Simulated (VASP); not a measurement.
# Sn3PbSe4 (P1) in VASP: single point with PBE

Aim: the single point of Sn3PbSe4 with PBE.

Program: VASP 6.6.1. These are calculated values, not measurements. Logs are shortened: lines on timing, memory, paths and dates and some standing lists are left out, and cuts for length are marked.

## 1. The cell of the first run

The typed cell holds 8 atoms: a = 4.305 Å, b = 4.329 Å, c = 12.301 Å, α = 90.68°, β = 90.03°, γ = 89.99°.

## 2. Single point, PBE

INCAR

```
PREC = Accurate
ENCUT = 520
EDIFF = 1E-6
ISMEAR = 0
SIGMA = 0.2
LREAL = False
LASPH = True
NELM = 60
ALGO = Normal
ISIF = 2
LWAVE = False
LCHARG = False
GGA = PE
NBANDS = 50
```

KPOINTS

```
regular mesh
0
Gamma
  6 6 2
```

POSCAR

```
Sn3PbSe4
1.0
    4.3049795207      0.0003531991     -0.0010277215
    0.0005273757      4.3285663198     -0.0255719236
   -0.0041240181     -0.0743477282     12.3005769182
Sn Pb Se
3 1 4
Direct
    0.0001587841      0.0149579613      0.7406578325
    0.0011677081      0.0207644164      0.2449399881
    0.4999198635      0.5133964713      0.4968426445
    0.5005617075      0.5058971818     -0.0042906198
    0.0004113758     -0.0005819573      0.0097862955
    0.4996038555      0.4835115357      0.2567406463
    0.0000860211     -0.0155923295      0.5064650277
    0.4980906846      0.4776467201      0.7488581850
```

Potentials or basis: VASP PAW PBE potentials, release 64 (Sn_d, Pb_d, Se).

Launch:

```bash
$ cat potpaw_PBE.64/Sn_d/POTCAR potpaw_PBE.64/Pb_d/POTCAR potpaw_PBE.64/Se/POTCAR > POTCAR
$ mpirun -np 1 vasp_std > vasp.out
```

OUTCAR:

```text
PREC = Accurate
   ENCUT = 520
   EDIFF = 1E-6
   ISMEAR = 0
   LREAL = False
   LASPH = True
   NELM = 60
   ISIF = 2
   GGA = PE

 ion  position               nearest neighbor table
   1  0.000  0.015  0.741-   7 2.88   8 2.93   8 2.95   8 3.17   8 3.18
   2  0.001  0.021  0.245-   5 2.89   6 2.94   6 2.95   6 3.17   6 3.18   7 3.22
   3  0.500  0.513  0.497-   6 2.95   7 2.97   7 2.97   8 3.11   7 3.15   7 3.15
   4  0.501  0.506  0.996-   5 3.04   5 3.04   8 3.04   5 3.08   5 3.08   6 3.21
   5  0.000  0.999  0.010-   2 2.89   4 3.04   4 3.04   4 3.08   4 3.08
   6  0.500  0.484  0.257-   2 2.94   2 2.95   3 2.95   2 3.17   2 3.18   4 3.21
   7  0.000  0.984  0.506-   1 2.88   3 2.97   3 2.97   3 3.15   3 3.15   2 3.22
   8  0.498  0.478  0.749-   1 2.93   1 2.95   4 3.04   3 3.11   1 3.17   1 3.18

  LATTYP: Found a triclinic cell.
 ALAT       =    12.3008022955
 B/A-ratio  =     0.3518991512
 C/A-ratio  =     0.3499755182
 COS(alpha) =     0.0002052872
 COS(beta)  =     0.0005744842
 COS(gamma) =     0.0119515726

  Lattice vectors:

 A1 = (   0.0041240181,   0.0743477282, -12.3005769182)
 A2 = (   0.0005273757,   4.3285663198,  -0.0255719236)
 A3 = (   4.3049795207,   0.0003531991,  -0.0010277215)

Analysis of symmetry for initial positions (statically):
=====================================================================
 Subroutine PRICEL returns:
 Original cell was already a primitive cell.

 Routine SETGRP: Setting up the symmetry group for a
 triclinic supercell.

 Subroutine GETGRP returns: Found  1 space group operations
 (whereof  1 operations were pure point group operations)
 out of a pool of  2 trial point group operations.

The static configuration has the point symmetry C_1 .

Analysis of symmetry for dynamics (positions and initial velocities):
=====================================================================
 Subroutine PRICEL returns:
 Original cell was already a primitive cell.

 Routine SETGRP: Setting up the symmetry group for a
 triclinic supercell.

 Subroutine GETGRP returns: Found  1 space group operations
 (whereof  1 operations were pure point group operations)
 out of a pool of  2 trial point group operations.

The dynamic configuration has the point symmetry C_1 .

 Subroutine INISYM returns: Found  1 space group operations
 (whereof  1 operations are pure point group operations),
 and found     1 'primitive' translations

[... 109 lines left out ...]
   NSW    =      0    number of steps for IOM
   IBRION =     -1    ionic relax: 0-MD 1-quasi-New 2-CG
   NFREE  =      0    steps in history (QN), initial steepest desc. (CG)
   ISIF   =      2    stress and relaxation
   ISYM   =      2    0-nonsym 1-usesym 2-fastsym
   POTIM  = 0.5000    time-step for ionic-motion
   TEBEG  =    0.0;   TEEND  =   0.0 temperature during run
   PSTRESS=    0.0 pullay stress
   NELECT =      80.0000    total number of electrons
   NUPDOWN=      -1.0000    fix difference up-down
   EMIN   =  10.00;   EMAX   =-10.00  energy-range for DOS
   EFERMI =   0.00;   METHOD = LEGACY
   ISMEAR =     0;   SIGMA  =   0.20  broadening in eV -4-tet -1-fermi 0-gaus
   EFERMI_NEDOS =   21; number of points for ismear=-14 and -15
   IALGO  =     38    algorithm
   IMIX   =      4    mixing-type and parameters
     AMIX     =   0.40;   BMIX     =  1.00
     AMIX_MAG =   1.60;   BMIX_MAG =  1.00
  volume/ion in A,a.u.               =      28.65       193.34
  Fermi-wavevector in a.u.,A,eV,Ry     =   1.152647  2.178188 18.076645  1.328596
  Thomas-Fermi vector in A             =   2.289297
   LORBIT       =      0    0 simple, 1 ext, 2 COOP (PROOUT), +10 PAW based schemes
   GGA     = PE    functional components
   LHFCALC =     F    Hartree Fock is set to
   AEXX    =    0.0000 exact exchange contribution
   IVDW    =     0    specifies the selected vdW correction
   LEPSILON=     F    determine dielectric tensor
   LRPA    =     F    only Hartree local field effects (RPA)
 non-spin polarized calculation
 Gauss-broadening in eV      SIGMA  =   0.20
  energy-cutoff  :      520.00
  volume of cell :      229.21
 maximum number of plane-waves:      6222
   NGX = 17   NGY = 17   NGZ = 45

 number of electron      80.0000016 magnetization

 Free energy of the ion-electron system (eV)
  ---------------------------------------------------
  ext. energy  EPLUGINS =         0.00000000
  ---------------------------------------------------
  free energy    TOTEN  =       -32.82998884 eV

  energy without entropy =      -32.82516189  energy(sigma->0) =      -32.82757536

 E-fermi :   5.2996     XC(G=0):  -9.4066

 val. band max:        5.1853651690   @ k =   0.0000   0.5000   0.0000
 cond. band min:       5.4088152523   @ k =   0.0000   0.5000   0.0000
 fundamental gap:      0.2234500833
 Fermi energy:         5.2995930499

 k-point     1 :       0.0000    0.0000    0.0000
  band No.  band energies     occupation
      1     -16.5079      2.00000
      2     -16.4952      2.00000
      3     -16.4900      2.00000
      4     -16.4896      2.00000
      5     -16.4869      2.00000
      6     -16.4660      2.00000
[... 1261 lines left out ...]
     49       8.0922      0.00000
     50       8.1638      0.00000

 [... further k-points ...]

------------------------ aborting loop because EDIFF is reached ----------------------------------------

  FORCE on cell =-STRESS in cart. coord.  units (eV):
  Direction    XX          YY          ZZ          XY          YZ          ZX
  --------------------------------------------------------------------------------------
  -------------------------------------------------------------------------------------
  Total       -0.0483688      0.0047592      0.0340494      0.0073716      0.0273886      0.0106573
  in kB       -0.3381043      0.0332671      0.2380102      0.0515286      0.1914502      0.0744958
  external PRESSURE =      -0.0222757 kB  Pullay stress =       0.0000000 kB

 VOLUME and BASIS-vectors are now :
 -----------------------------------------------------------------------------
  energy-cutoff  :      520.00
  volume of cell :      229.21
      direct lattice vectors                 reciprocal lattice vectors
     4.304979521  0.000353199 -0.001027722     0.232289163 -0.000027842  0.000077711
     0.000527376  4.328566320 -0.025571924    -0.000018621  0.231031627  0.001396406
    -0.004124018 -0.074347728 12.300576918     0.000019369  0.000480294  0.081299909

 POSITION                                       TOTAL-FORCE (eV/Angst)
 -----------------------------------------------------------------------------------
     -0.00236      0.00968      9.11014        -0.000094     -0.004219      0.012008
      0.00403      0.07167      3.01237        -0.001484     -0.006884     -0.007442
      2.15037      2.18551      6.09781         0.002076     -0.004853     -0.007573
      2.15107      2.11596     12.23435        -0.000990      0.005744      0.003634
      0.00226      4.32532      0.09482        -0.000822     -0.004901      0.000870
      2.14998      2.07400      3.14518         0.000310      0.007849      0.006514
     -0.00120      4.22342      6.20464        -0.003688      0.002697     -0.001183
      2.14143      2.01203      9.19866         0.004692      0.004566     -0.006828
 -----------------------------------------------------------------------------------
    total drift:                               -0.000390      0.000038      0.000509

  FREE ENERGIE OF THE ION-ELECTRON SYSTEM (eV)
  ---------------------------------------------------
  free  energy   TOTEN  =       -32.8299888355 eV

  energy  without entropy=      -32.8251618858  energy(sigma->0) =      -32.82757536
```

OSZICAR:

```text
N       E                     dE             d eps       ncg     rms          rms(c)
DAV:   1     0.881057061908E+03    0.88106E+03   -0.36209E+04  4164   0.194E+03
DAV:   2     0.121145468885E+03   -0.75991E+03   -0.73687E+03  4008   0.559E+02
DAV:   3    -0.227638174230E+02   -0.14391E+03   -0.13667E+03  4840   0.211E+02
DAV:   4    -0.332463792742E+02   -0.10483E+02   -0.10236E+02  4718   0.570E+01
DAV:   5    -0.337076913410E+02   -0.46131E+00   -0.45788E+00  5296   0.124E+01    0.586E+00
DAV:   6    -0.328149630552E+02    0.89273E+00   -0.17752E+00  5364   0.630E+00    0.348E+00
DAV:   7    -0.328255225633E+02   -0.10560E-01   -0.59829E-01  5798   0.257E+00    0.157E+00
DAV:   8    -0.328299146151E+02   -0.43921E-02   -0.59409E-02  5282   0.156E+00    0.288E-01
DAV:   9    -0.328294905477E+02    0.42407E-03   -0.76681E-03  5272   0.542E-01    0.103E-01
DAV:  10    -0.328298856251E+02   -0.39508E-03   -0.11307E-03  4946   0.137E-01    0.490E-02
DAV:  11    -0.328299887826E+02   -0.10316E-03   -0.18576E-04  5330   0.769E-02    0.107E-02
DAV:  12    -0.328299876152E+02    0.11675E-05   -0.12051E-05  4370   0.184E-02    0.449E-03
DAV:  13    -0.328299888746E+02   -0.12595E-05   -0.36064E-06  3936   0.948E-03    0.193E-03
DAV:  14    -0.328299888355E+02    0.39099E-07   -0.26129E-07  2938   0.405E-03
   1 F= -.32829989E+02 E0= -.32827575E+02  d E =-.482695E-02
```

Wall time 5.8 min (1 thread of Intel Xeon Platinum 8259CL at 2.50GHz (Skylake/Cascade Lake), shared host); peak memory 0.56 GiB.

What came out:

* Free energy: -32.8300 eV
* Pressure: 0.0 GPa
* Largest force: 0.013 eV/Å
* Band gap on the k mesh: 0.22 eV

Forces in eV/Å, atoms in the order of the input:
```
Sn   0.000 -0.004  0.012
Sn  -0.001 -0.007 -0.007
Sn   0.002 -0.005 -0.008
Pb  -0.001  0.006  0.004
Se  -0.001 -0.005  0.001
Se   0.000  0.008  0.007
Se  -0.004  0.003 -0.001
Se   0.005  0.005 -0.007
```

Levels at points of the mesh, in eV from the valence-band top:
| k point | band 36 | band 37 | band 38 | band 39 | band 40 | band 41 | band 42 | band 43 | band 44 | band 45 |
| --- | --- | --- | --- | --- | --- | --- | --- | --- | --- | --- |
| (0.00, 0.00, 0.00) | -2.17 | -2.16 | -2.13 | -1.87 | -1.63 | 1.83 | 2.21 | 3.01 | 3.52 | 3.77 |
| (0.50, 0.00, 0.00) | -1.82 | -0.92 | -0.65 | -0.21 | -0.01 | 0.28 | 0.33 | 1.06 | 1.08 | 1.34 |
| (0.00, 0.50, 0.00) | -1.77 | -0.91 | -0.59 | -0.31 | 0.00 | 0.22 | 0.56 | 1.05 | 1.10 | 1.32 |
| (0.50, 0.50, 0.00) | -3.52 | -3.46 | -3.42 | -1.02 | -1.01 | 1.51 | 1.52 | 2.98 | 2.99 | 4.48 |
| (0.00, 0.00, 0.50) | -2.41 | -2.38 | -2.37 | -1.37 | -1.25 | 2.15 | 2.24 | 3.11 | 3.30 | 3.77 |
| (0.50, 0.00, 0.50) | -1.83 | -0.82 | -0.43 | -0.40 | -0.35 | 0.60 | 0.61 | 0.62 | 0.69 | 1.48 |
| (0.00, 0.50, 0.50) | -1.78 | -0.81 | -0.41 | -0.35 | -0.30 | 0.59 | 0.61 | 0.66 | 0.69 | 1.49 |
| (0.50, 0.50, 0.50) | -3.81 | -2.61 | -2.44 | -2.34 | -2.27 | 3.14 | 3.17 | 3.21 | 3.26 | 3.63 |

Caveat: spin-orbit coupling is left out, which moves the levels of the heavy elements.
